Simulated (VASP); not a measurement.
GeI: single point with PBE

Crystal: GeI.

```xyz
2
Lattice="1.9547 1.1285 4.4515 -1.9547 1.1285 4.4515 0.0000 -2.2571 4.4515" Properties=species:S:1:pos:R:3 pbc="T T T"
Ge    0.0000    0.0000    6.6772
I     0.0000    0.0000    0.0000
```

```json
{
 "Program": "VASP 6.6.1",
 "Task": "single point",
 "Functional": "PBE",
 "Potentials or basis": "VASP PAW PBE potentials, release 64 (Ge_d, I)",
 "Cutoff": "410 eV",
 "k mesh": "15 × 15 × 15",
 "Occupations": "gaussian, width 0.1 eV",
 "Spin": "no spin polarisation",
 "Dipole correction": "no",
 "k mesh for the DOS": "23 × 23 × 23",
 "Occupations for the DOS": "tetrahedron",
 "Further INCAR settings": "ALGO = Normal; EDIFF = 1e-06; NBANDS = 18"
}
```

```json
{"Valence electrons inside the program's atomic spheres": "Ge 12.03; I 4.24"}
```

Levels at points of the mesh, in eV from the Fermi level:
| k point | band 7 | band 8 | band 9 | band 10 | band 11 | band 12 | band 13 | band 14 |
| --- | --- | --- | --- | --- | --- | --- | --- | --- |
| (0.00, 0.00, 0.00) | -7.64 | -5.03 | -2.15 | -2.15 | 2.49 | 2.49 | 3.20 | 3.91 |

It took 8 min on 1 thread of Intel(R) Xeon(R) Platinum 8488C (Sapphire Rapids), with other jobs on the host, peak memory 0.89 GiB.

Caveat: spin-orbit coupling is left out, which moves the levels of the heavy elements; an odd number of electrons without spin polarisation forces a metal; a magnetic or distorted state may lie lower.
